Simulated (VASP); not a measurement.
# TiO2 (I4_1/amd) in VASP: notebook

Runs on TiO2. Level: r2SCAN. Tasks: relaxation of shape and atoms at fixed volume.

Everything below comes from runs of VASP 6.6.1. Logs are shortened: lines on timing, memory, paths and dates and some standing lists are left out, and cuts for length are marked.

## Step 1: The cell of the first run

The structure is tetragonal, space group I4_1/amd (No. 141). The conventional cell has a = 3.721 Å, b = 3.721 Å, c = 9.286 Å, α = 90.00°, β = 90.00°, γ = 90.00°. Ti (site symmetry -4m2) has 6 O at 1.90 to 1.95 Å within 2.5 Å. Within 2.5 Å of O (site symmetry 2mm) lie 3 Ti at 1.90 to 1.95 Å and 2 O at 2.44 Å.

## Step 2: Relaxation of shape and atoms at fixed volume, r2SCAN (10.71 Å³/atom)

File POSCAR:

```
TiO2
1.0
   -1.8605126203      1.8605126203      4.6430384424
    1.8605126203     -1.8605126203      4.6430384424
    1.8605126203      1.8605126203     -4.6430384424
Ti O
2 4
Direct
    0.0000000000      0.0000000000      0.0000000000
    0.7500000000      0.2500000000      0.5000000000
    0.2098898594      0.2098898594      0.0000000000
    0.9598898594      0.4598898594      0.5000000000
    0.5401101406      0.0401101406      0.5000000000
    0.7901101406      0.7901101406      0.0000000000
```

File INCAR.step1:

```
SYSTEM = TiO2
ALGO     = Normal         ! electronic algorithm
EDIFF    = 1E-4           ! SCF threshold, eV
ENCUT    = 600            ! plane-wave cutoff, eV
GGA      = PE             ! functional
ISMEAR   = 0              ! smearing method
LASPH    = .True.         ! aspherical terms in the spheres
LCHARG   = .False.        ! write CHGCAR
LREAL    = .False.        ! projectors in reciprocal space
LWAVE    = .True.         ! write WAVECAR
NELM     = 80             ! most SCF steps
PREC     = Accurate       ! precision mode
SIGMA    = 0.02           ! smearing width, eV
```

File INCAR.step2:

```
SYSTEM = TiO2
ALGO     = Normal         ! electronic algorithm
EDIFF    = 1E-7           ! SCF threshold, eV
EDIFFG   = -0.01          ! ionic threshold
ENCUT    = 600            ! plane-wave cutoff, eV
IBRION   = 2              ! ionic algorithm
ISIF     = 4              ! what is computed and relaxed
ISMEAR   = 0              ! smearing method
ISTART   = 1            
LASPH    = .True.         ! aspherical terms in the spheres
LCHARG   = .False.        ! write CHGCAR
LMIXTAU  = .True.       
LREAL    = .False.        ! projectors in reciprocal space
LWAVE    = .False.        ! write WAVECAR
METAGGA  = R2SCAN         ! meta-GGA
NELM     = 80             ! most SCF steps
NSW      = 50             ! ionic steps
PREC     = Accurate       ! precision mode
SIGMA    = 0.02           ! smearing width, eV
```

File KPOINTS:

```
k-points
0
Gamma
  8 8 8
  0 0 0
```

Potentials or basis: VASP PAW PBE potentials, release 64 (Ti_sv, O).

Run with:

```sh
$ cat potpaw_PBE.64/Ti_sv/POTCAR potpaw_PBE.64/O/POTCAR > POTCAR
$ cp INCAR.step1 INCAR
$ mpirun -np 1 vasp_std > vasp.out
$ cp INCAR.step2 INCAR
$ mpirun -np 1 vasp_std > vasp.out
```

OUTCAR:

```text
SYSTEM = TiO2
   EDIFF = 1E-7
   EDIFFG = -0.01
   ENCUT = 600
   IBRION = 2
   ISIF = 4
   ISMEAR = 0
   ISTART = 1
   LASPH = .True.
   LREAL = .False.
   METAGGA = R2SCAN
   NELM = 80
   NSW = 50
   PREC = Accurate

 ion  position               nearest neighbor table
   1  0.000  0.000  0.000-   5 1.90   4 1.90   5 1.90   4 1.90   3 1.95   6 1.95
   2  0.750  0.250  0.500-   6 1.90   3 1.90   6 1.90   3 1.90   4 1.95   5 1.95
   3  0.210  0.210  0.000-   2 1.90   2 1.90   1 1.95
   4  0.960  0.460  0.500-   1 1.90   1 1.90   2 1.95
   5  0.540  0.040  0.500-   1 1.90   1 1.90   2 1.95
   6  0.790  0.790  0.000-   2 1.90   2 1.90   1 1.95

  LATTYP: Found a body centered tetragonal cell.
 ALAT       =     3.7210252406
 C/A-ratio  =     2.4955694424

  Lattice vectors:

 A1 = (  -1.8605126203,   1.8605126203,   4.6430384424)
 A2 = (   1.8605126203,  -1.8605126203,   4.6430384424)
 A3 = (   1.8605126203,   1.8605126203,  -4.6430384424)

Analysis of symmetry for initial positions (statically):
=====================================================================
 Subroutine PRICEL returns:
 Original cell was already a primitive cell.

 Routine SETGRP: Setting up the symmetry group for a
 body centered tetragonal supercell.

 Subroutine GETGRP returns: Found 16 space group operations
 (whereof  8 operations were pure point group operations)
 out of a pool of 16 trial point group operations.

The static configuration has the point symmetry D_2d.
 The point group associated with its full space group is D_4h.

Analysis of symmetry for dynamics (positions and initial velocities):
=====================================================================
 Subroutine PRICEL returns:
 Original cell was already a primitive cell.

 Routine SETGRP: Setting up the symmetry group for a
 body centered tetragonal supercell.

 Subroutine GETGRP returns: Found 16 space group operations
 (whereof  8 operations were pure point group operations)
 out of a pool of 16 trial point group operations.

The dynamic configuration has the point symmetry D_2d.
 The point group associated with its full space group is D_4h.

 Subroutine INISYM returns: Found 16 space group operations
 (whereof  8 operations are pure point group operations),
 and found     1 'primitive' translations

----------------------------------------------------------------------------------------

                                     Primitive cell

  volume of cell :      64.2876
[... 106 lines left out ...]
   TEBEG  =    0.0;   TEEND  =   0.0 temperature during run
   PSTRESS=    0.0 pullay stress
   NELECT =      48.0000    total number of electrons
   NUPDOWN=      -1.0000    fix difference up-down
   EMIN   =  10.00;   EMAX   =-10.00  energy-range for DOS
   EFERMI =   0.00;   METHOD = LEGACY
   ISMEAR =     0;   SIGMA  =   0.02  broadening in eV -4-tet -1-fermi 0-gaus
   EFERMI_NEDOS =   21; number of points for ismear=-14 and -15
   IALGO  =     38    algorithm
   IMIX   =      4    mixing-type and parameters
     AMIX     =   0.40;   BMIX     =  1.00
     AMIX_MAG =   1.60;   BMIX_MAG =  1.00
  volume/ion in A,a.u.               =      10.71        72.31
  Fermi-wavevector in a.u.,A,eV,Ry     =   1.485181  2.806585 30.011225  2.205763
  Thomas-Fermi vector in A             =   2.598625
   LORBIT       =      0    0 simple, 1 ext, 2 COOP (PROOUT), +10 PAW based schemes
   METAGGA = R2SCAN    functional components
   LHFCALC =     F    Hartree Fock is set to
   AEXX    =    0.0000 exact exchange contribution
   IVDW    =     0    specifies the selected vdW correction
   LEPSILON=     F    determine dielectric tensor
   LRPA    =     F    only Hartree local field effects (RPA)
 conjugate gradient relaxation of ions
 non-spin polarized calculation
 Gauss-broadening in eV      SIGMA  =   0.02
  energy-cutoff  :      600.00
  volume of cell :       64.29
 maximum number of plane-waves:      2171
 NGX is ok and might be reduce to    48
   NGX = 21   NGY = 21   NGZ = 21

--------------------------------------- Ionic step        1  -------------------------------------------

 number of electron      48.0000001 magnetization

 Free energy of the ion-electron system (eV)
  ---------------------------------------------------
  ext. energy  EPLUGINS =         0.00000000
  ---------------------------------------------------
  free energy    TOTEN  =       -69.66589202 eV

  energy without entropy =      -69.66589202  energy(sigma->0) =      -69.66589202

------------------------ aborting loop because EDIFF is reached ----------------------------------------

  FORCE on cell =-STRESS in cart. coord.  units (eV):
  Direction    XX          YY          ZZ          XY          YZ          ZX
  --------------------------------------------------------------------------------------
  -------------------------------------------------------------------------------------
  Total        6.3016797      6.3016797      6.3151223      0.0000000      0.0000000      0.0000000
  in kB      157.0505265    157.0505265    157.3855423      0.0000000      0.0000000      0.0000000
  external PRESSURE =     157.1621984 kB  Pullay stress =       0.0000000 kB
[... 147 lines left out ...]
--------------------------------------- Ionic step        5  -------------------------------------------

 number of electron      48.0000001 magnetization

 Free energy of the ion-electron system (eV)
  ---------------------------------------------------
  ext. energy  EPLUGINS =         0.00000000
  ---------------------------------------------------
  free energy    TOTEN  =       -69.68307189 eV

  energy without entropy =      -69.68307189  energy(sigma->0) =      -69.68307189

 E-fermi :   3.7703     XC(G=0): -11.8171

 val. band max:        3.6599631580   @ k =   0.5000   0.5000   0.0000
 cond. band min:       6.1314279187   @ k =   0.0000   0.0000   0.0000
 fundamental gap:      2.4714647607
 Fermi energy:         3.7703216512

 k-point     1 :       0.0000    0.0000    0.0000
  band No.  band energies     occupation
      1     -54.8235      2.00000
      2     -54.7374      2.00000
      3     -30.3273      2.00000
      4     -30.0330      2.00000
      5     -30.0330      2.00000
      6     -29.9352      2.00000
[... 733 lines left out ...]
     27       7.9529      0.00000
     28       8.0365      0.00000

 [... further k-points ...]

------------------------ aborting loop because EDIFF is reached ----------------------------------------

  FORCE on cell =-STRESS in cart. coord.  units (eV):
  Direction    XX          YY          ZZ          XY          YZ          ZX
  --------------------------------------------------------------------------------------
  -------------------------------------------------------------------------------------
  Total        5.4200978      5.4200978      5.3565245      0.0000000      0.0000000      0.0000000
  in kB      135.0797332    135.0797332    133.4953595      0.0000000      0.0000000      0.0000000
  external PRESSURE =     134.5516086 kB  Pullay stress =       0.0000000 kB
[... 21 lines left out ...]
  FREE ENERGIE OF THE ION-ELECTRON SYSTEM (eV)
  ---------------------------------------------------
  free  energy   TOTEN  =       -69.6830718884 eV

  energy  without entropy=      -69.6830718884  energy(sigma->0) =      -69.68307189

 reached required accuracy - stopping structural energy minimisation
```

Wall time 61 min (1 thread of AMD EPYC 9R45 (Zen 5), shared host); peak memory 0.39 GiB.

What came out:

| Item | Value |
| --- | --- |
| Free energy | -69.6831 eV |
| Energy gained by relaxing | 2.9 meV/atom |
| Ionic steps | 5 |
| Pressure after relaxing | 13.5 GPa |
| Largest force after relaxing | 0.003 eV/Å |
| Band gap on the k mesh | 2.47 eV (least direct gap 2.95 eV) |

Forces in eV/Å, atoms in the order of the input:
```
Ti   0.000  0.000  0.000
Ti   0.000  0.000  0.000
O    0.000  0.000  0.003
O    0.000  0.000  0.003
O    0.000  0.000 -0.003
O    0.000  0.000 -0.003
```

Step by step:
```
step  energy change (eV)  largest force (eV/Å)  pressure (GPa)  volume (Å³)
   1              0.0000                0.2417           15.72        64.29
   2             -0.0061                0.0265           14.95        64.29
   3             -0.0062                0.0020           14.86        64.29
   4             -0.0117                0.0022           14.41        64.29
   5             -0.0172                0.0034           13.46        64.29
```

Final structure:
```
Ti O
1.0
    -1.87489    1.87489    4.57209
     1.87489   -1.87489    4.57209
     1.87489    1.87489   -4.57209
Ti O
2 4
Direct
  0.00000 0.00000 0.00000
  0.75000 0.25000 0.50000
  0.21357 0.21357 0.00000
  0.96357 0.46357 0.50000
  0.53643 0.03643 0.50000
  0.78643 0.78643 0.00000
```

Levels at points of the mesh, in eV from the valence-band top:
```csv
k point,band 22,band 23,band 24,band 25,band 26,band 27
"(0.00, 0.00, 0.00)",-0.76,-0.65,-0.65,2.47,3.38,4.30
"(0.50, 0.00, 0.00)",-1.17,-0.96,-0.71,3.76,3.93,4.15
"(0.50, 0.50, 0.00)",-2.37,0.00,0.00,4.04,4.04,4.49
"(0.50, 0.50, 0.50)",-1.44,-0.26,-0.26,2.91,2.91,4.34
```

Caveat: the PAW data sets were made with another functional, which shifts forces and pressure a little. A k mesh can miss the band edges.

## Step 3: Relaxation of shape and atoms at fixed volume, r2SCAN (12.54 Å³/atom)

This run uses another cell than the first one, of 12.54 Å³/atom.

File POSCAR:

```
TiO2
1.0
   -1.9357304718      1.9357304718      5.0192933464
    1.9357304718     -1.9357304718      5.0192933464
    1.9357304718      1.9357304718     -5.0192933464
Ti O
2 4
Direct
    0.0000000000      0.0000000000      0.0000000000
    0.7500000000      0.2500000000      0.5000000000
    0.2034326264      0.2034326264      0.0000000000
    0.9534326264      0.4534326264      0.5000000000
    0.5465673736      0.0465673736      0.5000000000
    0.7965673736      0.7965673736      0.0000000000
```

File INCAR.step1:

```
ALGO = Normal
EDIFF = 1E-4
ENCUT = 600
GGA = PE
ISMEAR = 0
LASPH = True
LCHARG = False
LREAL = False
LWAVE = True
NELM = 60
PREC = Accurate
SIGMA = 0.02
```

File INCAR.step2:

```
ALGO = Normal
EDIFF = 1E-6
EDIFFG = -0.01
ENCUT = 600
IBRION = 2
ISIF = 4
ISMEAR = 0
ISTART = 1
LASPH = True
LCHARG = False
LMIXTAU = True
LREAL = False
LWAVE = False
METAGGA = R2SCAN
NELM = 60
NSW = 50
PREC = Accurate
SIGMA = 0.02
```

File KPOINTS:

```
k-points
0
Gamma
  8 8 8
```

Potentials or basis: VASP PAW PBE potentials, release 64 (Ti_sv, O).

Run with:

```sh
$ cat potpaw_PBE.64/Ti_sv/POTCAR potpaw_PBE.64/O/POTCAR > POTCAR
$ cp INCAR.step1 INCAR
$ mpirun -np 1 vasp_std > vasp.out
$ cp INCAR.step2 INCAR
$ mpirun -np 1 vasp_std > vasp.out
```

OUTCAR:

```text
EDIFF = 1E-6
   EDIFFG = -0.01
   ENCUT = 600
   IBRION = 2
   ISIF = 4
   ISMEAR = 0
   ISTART = 1
   LASPH = True
   LREAL = False
   METAGGA = R2SCAN
   NELM = 60
   NSW = 50
   PREC = Accurate

 ion  position               nearest neighbor table
   1  0.000  0.000  0.000-   5 1.99   4 1.99   5 1.99   4 1.99   3 2.04   6 2.04
   2  0.750  0.250  0.500-   6 1.99   3 1.99   6 1.99   3 1.99   4 2.04   5 2.04
   3  0.203  0.203  0.000-   2 1.99   2 1.99   1 2.04
   4  0.953  0.453  0.500-   1 1.99   1 1.99   2 2.04
   5  0.547  0.047  0.500-   1 1.99   1 1.99   2 2.04
   6  0.797  0.797  0.000-   2 1.99   2 1.99   1 2.04

  LATTYP: Found a body centered tetragonal cell.
 ALAT       =     3.8714609436
 C/A-ratio  =     2.5929711907

  Lattice vectors:

 A1 = (  -1.9357304718,   1.9357304718,   5.0192933464)
 A2 = (   1.9357304718,  -1.9357304718,   5.0192933464)
 A3 = (   1.9357304718,   1.9357304718,  -5.0192933464)

Analysis of symmetry for initial positions (statically):
=====================================================================
 Subroutine PRICEL returns:
 Original cell was already a primitive cell.

 Routine SETGRP: Setting up the symmetry group for a
 body centered tetragonal supercell.

 Subroutine GETGRP returns: Found 16 space group operations
 (whereof  8 operations were pure point group operations)
 out of a pool of 16 trial point group operations.

The static configuration has the point symmetry D_2d.
 The point group associated with its full space group is D_4h.

Analysis of symmetry for dynamics (positions and initial velocities):
=====================================================================
 Subroutine PRICEL returns:
 Original cell was already a primitive cell.

 Routine SETGRP: Setting up the symmetry group for a
 body centered tetragonal supercell.

 Subroutine GETGRP returns: Found 16 space group operations
 (whereof  8 operations were pure point group operations)
 out of a pool of 16 trial point group operations.

[... 138 lines left out ...]
   LEPSILON=     F    determine dielectric tensor
   LRPA    =     F    only Hartree local field effects (RPA)
 conjugate gradient relaxation of ions
 non-spin polarized calculation
 Gauss-broadening in eV      SIGMA  =   0.02
  energy-cutoff  :      600.00
  volume of cell :       75.23
 maximum number of plane-waves:      2535
 NGX is ok and might be reduce to    48
   NGX = 23   NGY = 23   NGZ = 23

--------------------------------------- Ionic step        1  -------------------------------------------

 number of electron      47.9999992 magnetization

 Free energy of the ion-electron system (eV)
  ---------------------------------------------------
  ext. energy  EPLUGINS =         0.00000000
  ---------------------------------------------------
  free energy    TOTEN  =       -69.55571021 eV

  energy without entropy =      -69.55571021  energy(sigma->0) =      -69.55571021

------------------------ aborting loop because EDIFF is reached ----------------------------------------

  FORCE on cell =-STRESS in cart. coord.  units (eV):
  Direction    XX          YY          ZZ          XY          YZ          ZX
  --------------------------------------------------------------------------------------
  -------------------------------------------------------------------------------------
  Total       -7.2227807     -7.2227807     -7.5569856      0.0000000      0.0000000      0.0000000
  in kB     -153.8234932   -153.8234932   -160.9410504      0.0000000      0.0000000      0.0000000
  external PRESSURE =    -156.1960123 kB  Pullay stress =       0.0000000 kB
[... 147 lines left out ...]
--------------------------------------- Ionic step        5  -------------------------------------------

 number of electron      47.9999995 magnetization

 Free energy of the ion-electron system (eV)
  ---------------------------------------------------
  ext. energy  EPLUGINS =         0.00000000
  ---------------------------------------------------
  free energy    TOTEN  =       -69.56003029 eV

  energy without entropy =      -69.56003029  energy(sigma->0) =      -69.56003029

 E-fermi :   2.2003     XC(G=0): -10.9083

 val. band max:        2.1010806427   @ k =   0.5000   0.5000   0.5000
 cond. band min:       4.6067293984   @ k =   0.0000   0.0000   0.0000
 fundamental gap:      2.5056487557
 Fermi energy:         2.2003485501

 k-point     1 :       0.0000    0.0000    0.0000
  band No.  band energies     occupation
      1     -56.7295      2.00000
      2     -56.6946      2.00000
      3     -32.0271      2.00000
      4     -31.8472      2.00000
      5     -31.8472      2.00000
      6     -31.8034      2.00000
[... 733 lines left out ...]
     27       5.7293      0.00000
     28       5.9033      0.00000

 [... further k-points ...]

------------------------ aborting loop because EDIFF is reached ----------------------------------------

  FORCE on cell =-STRESS in cart. coord.  units (eV):
  Direction    XX          YY          ZZ          XY          YZ          ZX
  --------------------------------------------------------------------------------------
  -------------------------------------------------------------------------------------
  Total       -7.0512430     -7.0512430     -7.0572886      0.0000000      0.0000000      0.0000000
  in kB     -150.1702570   -150.1702570   -150.2990096      0.0000000      0.0000000      0.0000000
  external PRESSURE =    -150.2131745 kB  Pullay stress =       0.0000000 kB
[... 21 lines left out ...]
  FREE ENERGIE OF THE ION-ELECTRON SYSTEM (eV)
  ---------------------------------------------------
  free  energy   TOTEN  =       -69.5600302899 eV

  energy  without entropy=      -69.5600302899  energy(sigma->0) =      -69.56003029

 reached required accuracy - stopping structural energy minimisation
```

It took 1.8 h on 1 thread of Oxide Virtual Turin-like, shared host; peak memory 0.4 GiB.

Results:

```yaml
Free_energy: -69.5600 eV
Energy_gained_by_relaxing: 0.7 meV/atom
Ionic_steps: 5
Pressure_after_relaxing: -15.0 GPa
Band_gap_on_the_k_mesh: 2.51 eV (least direct gap 2.68 eV)
```

Step by step:
```csv
step,energy change (eV),largest force (eV/Å),pressure (GPa),volume (Å³)
1,0.0000,0.1598,-15.62,75.23
2,-0.0032,0.0385,-15.24,75.23
3,-0.0033,0.0178,-15.17,75.23
4,-0.0038,0.0133,-15.14,75.23
5,-0.0043,0.0012,-15.02,75.23
```

Final structure:
```xyz
6
Lattice="-1.9322 1.9322 5.0375 1.9322 -1.9322 5.0375 1.9322 1.9322 -5.0375" Properties=species:S:1:pos:R:3 pbc="T T T"
Ti    0.0000    0.0000    0.0000
Ti    0.0000    1.9322    2.5188
O     1.9322    1.9322   -3.0034
O     0.0000    1.9322    4.5529
O     0.0000    1.9322    0.4847
O     0.0000    0.0000    8.0409
```

Levels at points of the mesh, in eV from the valence-band top:
```csv
k point,band 20,band 21,band 22,band 23,band 24,band 25,band 26,band 27,band 28
"(0.00, 0.00, 0.00)",-0.79,-0.77,-0.77,-0.26,-0.26,2.51,3.05,4.29,4.29
"(0.50, 0.00, 0.00)",-1.78,-1.63,-0.79,-0.67,-0.62,3.44,3.62,3.63,3.78
"(0.50, 0.50, 0.00)",-2.36,-1.71,-1.71,-0.07,-0.07,3.35,3.35,3.77,3.77
"(0.50, 0.50, 0.50)",-1.29,-1.12,-1.12,0.00,0.00,2.77,2.77,3.95,3.95
```

Caveat: the PAW data sets were made with another functional, which shifts forces and pressure a little. A k mesh can miss the band edges.
